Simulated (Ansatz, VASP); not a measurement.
# One calculation of Ir, two programs

Contents of POSCAR:

```
Ir
1.0
    2.7513778946      0.0000000000      0.0000000000
   -1.3756889473      2.3827631521      0.0000000000
    0.0000000000      0.0000000000      4.4622900000
Ir
2
Direct
    0.3333333333      0.6666666667      0.2500000000
    0.6666666667      0.3333333333      0.7500000000
```

INCAR.step1

```
ALGO = Normal
EDIFF = 1E-4
ENCUT = 520
GGA = PE
ISMEAR = -1
LASPH = True
LCHARG = False
LREAL = False
LWAVE = True
NBANDS = 16
NELM = 80
PREC = Accurate
SIGMA = 0.05
```

Contents of INCAR.step2:

```
ALGO = Normal
EDIFF = 1E-6
ENCUT = 520
ISIF = 2
ISMEAR = -1
ISTART = 1
LASPH = True
LCHARG = False
LMIXTAU = True
LREAL = False
LWAVE = False
METAGGA = R2SCAN
NBANDS = 16
NELM = 80
PREC = Accurate
SIGMA = 0.05
```

File KPOINTS:

```
k-points
0
Gamma
  11 11 6
```

File input.yaml:

```yaml
crystal:
  lattice:
    - [2.7513778946, 0.0, 0.0]
    - [-1.3756889473, 2.3827631521, 0.0]
    - [0.0, 0.0, 4.46229]
  atoms:
    - { symbol: Ir, position: [0.3333333333, 0.6666666667, 0.25] }
    - { symbol: Ir, position: [0.6666666667, 0.3333333333, 0.75] }
hamiltonian:
  xc: r2scan
  pseudopotentials: { kind: paw }
kpoints:
  mp_grid: { grid: [11, 11, 6] }
scf:
  occupations: { method: fermi_dirac, width: 0.05 }
output:
  forces: true
  stress: true
  eigenvalues: true
```

Alike in both runs: task single point; functional r2SCAN; k mesh 11 × 11 × 6; occupations fermi-dirac, width 0.05 eV; no spin polarisation.

```csv
,VASP,Ansatz
version,VASP 6.6.1,Ansatz 0.2.0
potentials or method,"VASP PAW PBE potentials, release 64 (Ir)",Ansatz PAW
plane-wave cutoff (eV),520,500
valence electrons in the cell,18,34
```

VASP gave:

| Item | Value |
| --- | --- |
| gap on the k mesh at the Fermi level (eV) | none |
| pressure (GPa) | -6.5 |
| traceless stress, the component that is largest in VASP (GPa) | -0.27 |

Estimate Ansatz's values.

gap on the k mesh at the Fermi level (eV): none; pressure (GPa): -8.7; traceless stress, the component that is largest in VASP (GPa): -0.39.

VASP's potentials were made for PBE, not for r2SCAN. A gap of «none» marks a metal or a gap that the smearing closes. VASP's potentials hold 18 valence electrons a cell and Ansatz's 34, so a difference there can come from the potentials and not from the codes.

Spin-orbit coupling is off throughout.
